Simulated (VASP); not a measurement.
Pd:

```
Pd
1.0
     0.00000    1.95865    1.95865
     1.95865    0.00000    1.95865
     1.95865    1.95865    0.00000
Pd
1
Direct
  0.00000 0.00000 0.00000
```

```yaml
Program: VASP 6.6.1
Task: relaxation of cell and atoms
Functional: PBE
Potentials_or_basis: VASP PAW PBE potentials, release 64 (Pd)
Cutoff: 600 eV
k_mesh: 8 × 8 × 8
Occupations: gaussian, width 0.1 eV
Spin: no spin polarisation
```

At the start: pressure 3.9 GPa; volume 15.03 Å³/atom.

Problem. Where does the relaxation end?

Solution. Over 3 steps the energy falls by 3.9 meV/atom and the volume is 15.36 Å³/atom (+2.2 %); space group Fm-3m (No. 225, to 0.05 Å).

Step by step:
```csv
step,energy change (eV),largest force (eV/Å),pressure (GPa),volume (Å³)
1,0.0000,0.0000,3.89,15.03
2,0.0034,0.0000,-4.71,15.84
3,-0.0039,0.0000,-0.01,15.36
```

Final structure:
```xyz
1
Lattice="0.0000 1.9730 1.9730 1.9730 0.0000 1.9730 1.9730 1.9730 0.0000" Properties=species:S:1:pos:R:3 pbc="T T T"
Pd    0.0000    0.0000    0.0000
```
